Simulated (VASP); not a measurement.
Wanted: the native input for a VASP 6.6.1 run.

- Task: single point
- Functional: PBE
- Potentials or basis: VASP PAW PBE potentials, release 64 (Ag, I)
- Cutoff: 500 eV
- k mesh: 6 × 6 × 4
- Occupations: gaussian, width 0.02 eV
- Spin: no spin polarisation
- Dipole correction: no
- Further INCAR settings: ALGO = Normal; EDIFF = 1e-06; NBANDS = 26

The structure of AgI lies in POSCAR:

```
AgI
1.0
    4.8971697287      0.0000000000      0.0000000000
   -2.4485848643      4.2410733917      0.0000000000
    0.0000000000      0.0000000000      8.0058833722
Ag I
2 2
Direct
    0.3333333333      0.6666666667      0.0024494355
    0.6666666667      0.3333333333      0.5024494355
    0.3333333333      0.6666666667      0.3774505645
    0.6666666667      0.3333333333      0.8774505645
```

These files were run (other wordings do the same):

INCAR

```
SYSTEM = AgI
PREC = Accurate ; ENCUT = 500
EDIFF = 1E-6 ; ISMEAR = 0
SIGMA = 0.02 ; LREAL = .False.
LASPH = .True. ; NELM = 120
ALGO = Normal ; ISIF = 2
LWAVE = .False. ; LCHARG = .False.
GGA = PE ; NBANDS = 26
GGA_COMPAT = .False.
```

KPOINTS

```
Automatic mesh
0
Gamma
  6 6 4
  0 0 0
```

Potentials or basis: VASP PAW PBE potentials, release 64 (Ag, I).

Command:

```bash
$ cat potpaw_PBE.64/Ag/POTCAR potpaw_PBE.64/I/POTCAR > POTCAR
$ mpirun -np 1 vasp_std > vasp.out
```

Results of the run:

```json
{
 "Pressure": "-2.4 GPa",
 "Largest force": "0.004 eV/Å",
 "Band gap on the k mesh": "1.38 eV"
}
```

Caveat: spin-orbit coupling is left out, which moves the levels of the heavy elements.

Wall time 78 s on 1 thread of Intel(R) Xeon(R) 6975P-C (Granite Rapids), on a shared host, peak memory 0.29 GiB.
